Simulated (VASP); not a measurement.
# Fe (P6/mmm) in VASP: relaxation of cell and atoms with PBEsol

Aim: the relaxation of cell and atoms of Fe with PBEsol.

All numbers are computed with VASP 6.6.1; they aren't measurements. Logs are shortened: lines on timing, memory, paths and dates and some standing lists are left out, and cuts for length are marked.

**1. The cell of the first run**

It takes space group P6/mmm (No. 191, hexagonal). Conventional cell: a = 3.917 Å, b = 3.917 Å, c = 2.429 Å, α = 90.00°, β = 90.00°, γ = 120.00°. Fe (site symmetry 6/mmm) has 14 Fe at 2.43 to 2.57 Å within 3.2 Å. Fe (site symmetry -6m2) has 11 Fe at 2.26 to 2.57 Å within 3.0 Å.

This isn't the form of Fe at room conditions, which is bcc.

**2. Relaxation of cell and atoms, PBEsol, collinear spin, ferromagnetic start, target pressure 1.5 GPa, at which the enthalpy is minimised**

File INCAR:

```
SYSTEM = Fe
  PREC = Accurate
  ENCUT = 600
  EDIFF = 1E-6
  ISMEAR = -1
  SIGMA = 0.1
  LREAL = .False.
  LASPH = .True.
  NELM = 150
  ALGO = Normal
  ISIF = 3
  LWAVE = .False.
  LCHARG = .False.
  ISPIN = 2
  MAGMOM = 2.5 2.5 2.5
  LORBIT = 11
  LMAXMIX = 4
  GGA = PS
  IBRION = 2
  NSW = 60
  EDIFFG = -0.005
  PSTRESS = 15.0
```

File KPOINTS:

```
regular mesh
0
Gamma
  9 9 13
  0 0 0
```

File POSCAR:

```
Fe
1.0
    3.9172909376      0.0000000000      0.0000000000
   -1.9586454688      3.3924734659      0.0000000000
    0.0000000000      0.0000000000      2.4287203813
Fe
3
Direct
    0.0000000000      0.0000000000      0.0000000000
    0.3333333333      0.6666666667      0.5000000000
    0.6666666667      0.3333333333      0.5000000000
```

Potentials or basis: VASP PAW PBE potentials, release 64 (Fe).

Run with:

```bash
> cat potpaw_PBE.64/Fe/POTCAR > POTCAR
> mpirun -np 1 vasp_std > vasp.out
```

OUTCAR:

```text
SYSTEM = Fe
   PREC = Accurate
   ENCUT = 600
   EDIFF = 1E-6
   ISMEAR = -1
   LREAL = .False.
   LASPH = .True.
   NELM = 150
   ISIF = 3
   ISPIN = 2
   LORBIT = 11
   GGA = PS
   IBRION = 2
   NSW = 60
   EDIFFG = -0.005
   PSTRESS = 15.0

 ion  position               nearest neighbor table
   1  0.000  0.000  0.000-   2 2.57   3 2.57   2 2.57   3 2.57   2 2.57   2 2.57   3 2.57   3 2.57
                             3 2.57   3 2.57   2 2.57   2 2.57
   2  0.333  0.667  0.500-   3 2.26   3 2.26   3 2.26   1 2.57   1 2.57   1 2.57   1 2.57   1 2.57
                             1 2.57
   3  0.667  0.333  0.500-   2 2.26   2 2.26   2 2.26   1 2.57   1 2.57   1 2.57   1 2.57   1 2.57
                             1 2.57

  LATTYP: Found a hexagonal cell.
 ALAT       =     3.9172909376
 C/A-ratio  =     0.6200000000

  Lattice vectors:

 A1 = (   3.9172909376,   0.0000000000,   0.0000000000)
 A2 = (  -1.9586454688,   3.3924734659,   0.0000000000)
 A3 = (   0.0000000000,   0.0000000000,   2.4287203813)

Analysis of symmetry for initial positions (statically):
=====================================================================
 Subroutine PRICEL returns:
 Original cell was already a primitive cell.

 Routine SETGRP: Setting up the symmetry group for a
 hexagonal supercell.

 Subroutine GETGRP returns: Found 24 space group operations
 (whereof 24 operations were pure point group operations)
 out of a pool of 24 trial point group operations.

The static configuration has the point symmetry D_6h.

Analysis of symmetry for dynamics (positions and initial velocities):
=====================================================================
 Subroutine PRICEL returns:
 Original cell was already a primitive cell.

 Routine SETGRP: Setting up the symmetry group for a
 hexagonal supercell.

 Subroutine GETGRP returns: Found 24 space group operations
 (whereof 24 operations were pure point group operations)
 out of a pool of 24 trial point group operations.

The dynamic configuration has the point symmetry D_6h.

Analysis of structural, dynamic, and magnetic symmetry:
=====================================================================
 Subroutine PRICEL returns:
 Original cell was already a primitive cell.

 Routine SETGRP: Setting up the symmetry group for a
 hexagonal supercell.

 Subroutine GETGRP returns: Found 24 space group operations
 (whereof 24 operations were pure point group operations)
 out of a pool of 24 trial point group operations.

The overall configuration has the point symmetry D_6h.

 Subroutine INISYM returns: Found 24 space group operations
 (whereof 24 operations are pure point group operations),
 and found     1 'primitive' translations

----------------------------------------------------------------------------------------

                                     Primitive cell

  volume of cell :      32.2760

  direct lattice vectors                    reciprocal lattice vectors
     3.917290938  0.000000000  0.000000000     0.255278461  0.147385088  0.000000000
    -1.958645469  3.392473466  0.000000000     0.000000000  0.294770176  0.000000000
     0.000000000  0.000000000  2.428720381     0.000000000  0.000000000  0.411739452

  length of vectors
     3.917290938  3.917290938  2.428720381     0.294770176  0.294770176  0.411739452

  position of ions in fractional coordinates (direct lattice)
     0.000000000  0.000000000  0.000000000
     0.333333333  0.666666667  0.500000000
     0.666666667  0.333333333  0.500000000

  ion indices of the primitive-cell ions
   primitive index   ion index
                 1           1
                 2           2
                 3           3

----------------------------------------------------------------------------------------

 KPOINTS: regular mesh

Automatic generation of k-mesh.
 Grid dimensions read from file:
 generate k-points for:    9    9   13

 Generating k-lattice:

  Cartesian coordinates                     Fractional coordinates (reciprocal lattice)
     0.028364273  0.016376121  0.000000000     0.111111111  0.000000000  0.000000000
     0.000000000  0.032752242  0.000000000     0.000000000  0.111111111  0.000000000
     0.000000000  0.000000000  0.031672266     0.000000000  0.000000000  0.076923077

  Length of vectors
     0.032752242  0.032752242  0.031672266

  Shift w.r.t. Gamma in fractional coordinates (k-lattice)
     0.000000000  0.000000000  0.000000000

 Subroutine IBZKPT returns following result:
 ===========================================

 Found     84 irreducible k-points:

 Following reciprocal coordinates:
            Coordinates               Weight
  0.000000  0.000000  0.000000      1.000000
  0.111111  0.000000  0.000000      6.000000
  0.222222 -0.000000  0.000000      6.000000
  0.333333  0.000000  0.000000      6.000000
  0.444444 -0.000000  0.000000      6.000000
  0.111111  0.111111  0.000000      6.000000
[... 16 lines left out ...]
  0.333333  0.222222  0.076923     24.000000
  0.333333  0.333333  0.076923      4.000000
 [... further k-points ...]
   k-points           NKPTS =     84   k-points in BZ     NKDIM =     84   number of bands    NBANDS=     20
   number of dos      NEDOS =    301   number of ions     NIONS =      3
   total plane-waves  NPLWV =  20480
   dimension x,y,z NGX =    32 NGY =   32 NGZ =   20
   dimension x,y,z NGXF=    64 NGYF=   64 NGZF=   40
   ions per type =               3
   NGX,Y,Z   is equivalent  to a cutoff of  13.58, 13.58, 13.69 a.u.
   NGXF,Y,Z  is equivalent  to a cutoff of  27.16, 27.16, 27.38 a.u.
 SYSTEM =  Fe
   PREC   = accura    normal or accurate (medium, high low for compatibility)
   ISTART =      0    job   : 0-new  1-cont  2-samecut
   ICHARG =      2    charge: 1-file 2-atom 10-const
   ISPIN  =      2    spin polarized calculation?
   LNONCOLLINEAR =      F non collinear calculations
   LSORBIT =      F    spin-orbit coupling
   LASPH  =      T    aspherical Exc in radial PAW
   ENCUT  =  600.0 eV  44.10 Ry    6.64 a.u.   7.82  7.82  4.85*2*pi/ulx,y,z
   NELM   =    150;   NELMIN=  2; NELMDL= -5     # of ELM steps
   EDIFF  = 0.1E-05   stopping-criterion for ELM
   LREAL  =      F    real-space projection
   EDIFFG = -.5E-02   stopping-criterion for IOM
   NSW    =     60    number of steps for IOM
   IBRION =      2    ionic relax: 0-MD 1-quasi-New 2-CG
   NFREE  =      1    steps in history (QN), initial steepest desc. (CG)
   ISIF   =      3    stress and relaxation
   ISYM   =      2    0-nonsym 1-usesym 2-fastsym
   POTIM  = 0.5000    time-step for ionic-motion
   TEBEG  =    0.0;   TEEND  =   0.0 temperature during run
   PSTRESS=   15.0 pullay stress
   NELECT =      24.0000    total number of electrons
   NUPDOWN=      -1.0000    fix difference up-down
   EMIN   =  10.00;   EMAX   =-10.00  energy-range for DOS
   EFERMI =   0.00;   METHOD = LEGACY
   ISMEAR =    -1;   SIGMA  =   0.10  broadening in eV -4-tet -1-fermi 0-gaus
   EFERMI_NEDOS =   21; number of points for ismear=-14 and -15
   IALGO  =     38    algorithm
   IMIX   =      4    mixing-type and parameters
     AMIX     =   0.40;   BMIX     =  1.00
     AMIX_MAG =   1.60;   BMIX_MAG =  1.00
  volume/ion in A,a.u.               =      10.76        72.60
  Fermi-wavevector in a.u.,A,eV,Ry     =   1.483151  2.802749 29.929229  2.199736
  Thomas-Fermi vector in A             =   2.596848
   LORBIT       =     11    0 simple, 1 ext, 2 COOP (PROOUT), +10 PAW based schemes
   GGA     = PS    functional components
   LHFCALC =     F    Hartree Fock is set to
   AEXX    =    0.0000 exact exchange contribution
   IVDW    =     0    specifies the selected vdW correction
   LEPSILON=     F    determine dielectric tensor
   LRPA    =     F    only Hartree local field effects (RPA)
 conjugate gradient relaxation of ions
 spin polarized calculation
  energy-cutoff  :      600.00
  volume of cell :       32.28
 maximum number of plane-waves:      1095
 NGX is ok and might be reduce to    32
   NGX = 15   NGY = 15   NGZ =  9

--------------------------------------- Ionic step        1  -------------------------------------------

 number of electron      23.9999994 magnetization       0.1258407

 Free energy of the ion-electron system (eV)
  ---------------------------------------------------
  ext. energy  EPLUGINS =         0.00000000
  ---------------------------------------------------
  free energy    TOTEN  =       -26.19614149 eV

  energy without entropy =      -26.00375830  energy(sigma->0) =      -26.09994989

------------------------ aborting loop because EDIFF is reached ----------------------------------------

  FORCE on cell =-STRESS in cart. coord.  units (eV):
  Direction    XX          YY          ZZ          XY          YZ          ZX
  --------------------------------------------------------------------------------------
  -------------------------------------------------------------------------------------
  Total       -4.2107499     -4.2107499     -2.9683168      0.0000000     -0.0000000     -0.0000000
  in kB     -209.0211466   -209.0211466   -147.3469079      0.0000000     -0.0000000     -0.0000000
  external PRESSURE =    -203.4630670 kB  Pullay stress =      15.0000000 kB
[... 301 lines left out ...]
--------------------------------------- Ionic step        9  -------------------------------------------

 number of electron      23.9999997 magnetization      -0.0004240

 Free energy of the ion-electron system (eV)
  ---------------------------------------------------
  ext. energy  EPLUGINS =         0.00000000
  ---------------------------------------------------
  free energy    TOTEN  =       -26.34469814 eV

  energy without entropy =      -26.17401165  energy(sigma->0) =      -26.25935490

 E-fermi :   7.1542     XC(G=0): -14.0756

 val. band max:        7.1502590061   @ k =   0.4444  -0.0000   0.1538
 cond. band min:       7.1570495077   @ k =   0.2222   0.1111   0.2308
 fundamental gap:      0.0067905016
 Fermi energy:         7.1541895078

 spin component 1

 k-point     1 :       0.0000    0.0000    0.0000
  band No.  band energies     occupation
      1      -2.0625      1.00000
      2       2.4791      1.00000
      3       4.1354      1.00000
      4       4.1354      1.00000
      5       4.1652      1.00000
      6       4.1652      1.00000
[... 541 lines left out ...]
     19      21.0350      0.00000
     20      21.3088      0.00000

 [... further k-points ...]

 spin component 2

 k-point     1 :       0.0000    0.0000    0.0000
  band No.  band energies     occupation
      1      -2.0625      1.00000
      2       2.4790      1.00000
      3       4.1353      1.00000
      4       4.1353      1.00000
      5       4.1651      1.00000
      6       4.1651      1.00000
[... 541 lines left out ...]
     19      21.0350      0.00000
     20      21.3088      0.00000

 [... further k-points ...]

------------------------ aborting loop because EDIFF is reached ----------------------------------------

  FORCE on cell =-STRESS in cart. coord.  units (eV):
  Direction    XX          YY          ZZ          XY          YZ          ZX
  --------------------------------------------------------------------------------------
  -------------------------------------------------------------------------------------
  Total        0.2732777      0.2732777      0.2771967     -0.0000000     -0.0000000      0.0000000
  in kB       14.6601900     14.6601900     14.8704308     -0.0000000     -0.0000000      0.0000000
  external PRESSURE =      -0.2697297 kB  Pullay stress =      15.0000000 kB
[... 22 lines left out ...]
  energy  without entropy=      -26.1740116502  energy(sigma->0) =      -26.25935490

  enthalpy is  TOTEN    =       -26.0650861347 eV   P V=        0.2796120102

 reached required accuracy - stopping structural energy minimisation

 total charge

# of ion       s       p       d       tot
------------------------------------------
    1        0.527   0.646   6.341   7.514
    2        0.565   0.672   6.414   7.651
    3        0.565   0.672   6.414   7.651
--------------------------------------------------
tot          1.658   1.990  19.168  22.816

 magnetization (x)

# of ion       s       p       d       tot
------------------------------------------
    1        0.000   0.000   0.000   0.000
    2       -0.000  -0.000  -0.000  -0.000
    3       -0.000  -0.000  -0.000  -0.000
--------------------------------------------------
tot          0.000   0.000  -0.000  -0.000
```

Run time: 15 min. Hardware: 1 thread of Intel Xeon Platinum 8259CL at 2.50GHz (Skylake/Cascade Lake), shared host; peak memory 0.25 GiB.

Results:

* Free energy: -26.3447 eV
* Relaxed volume: 9.96 Å³/atom
* Relaxed cell: a = 3.801 Å, b = 3.801 Å, c = 2.387 Å, α = 90.00°, β = 90.00°, γ = 120.00°
* Space group after relaxing (to 0.1 Å): P6/mmm (No. 191)
* Energy change on relaxing (the run minimises the enthalpy): -49.5 meV/atom
* Ionic steps: 9
* Pressure after relaxing: 1.5 GPa
* Band gap on the k mesh: zero (filled and empty bands overlap)
* Net moment: 0.00 μB per cell
* Valence electrons inside the program's atomic spheres: Fe 7.51, 7.65 (each value once)

The path:
```tsv
step	energy change (eV)	largest force (eV/Å)	pressure (GPa)	volume (Å³)
1	0.0000	0.0000	-18.85	32.28
2	0.4182	0.0000	55.04	26.30
3	-0.1482	0.0000	0.70	29.93
4	-0.1478	0.0000	1.50	29.86
5	-0.1473	0.0000	1.98	29.81
6	-0.1481	0.0000	1.91	29.83
7	-0.1482	0.0000	1.91	29.83
8	-0.1490	0.0000	0.93	29.92
9	-0.1486	0.0000	1.47	29.87
```

Final structure:
```xyz
3
Lattice="3.8007 0.0000 0.0000 -1.9004 3.2915 0.0000 0.0000 0.0000 2.3873" Properties=species:S:1:pos:R:3 pbc="T T T"
Fe    0.0000    0.0000    0.0000
Fe    0.0000    2.1944    1.1937
Fe    1.9004    1.0972    1.1937
```

Caveat: the cell is relaxed towards a set pressure, so the run minimises the enthalpy, not the energy; the moments typed at the start vanished in this run; the PAW data sets were made with another functional, which shifts forces and pressure a little.
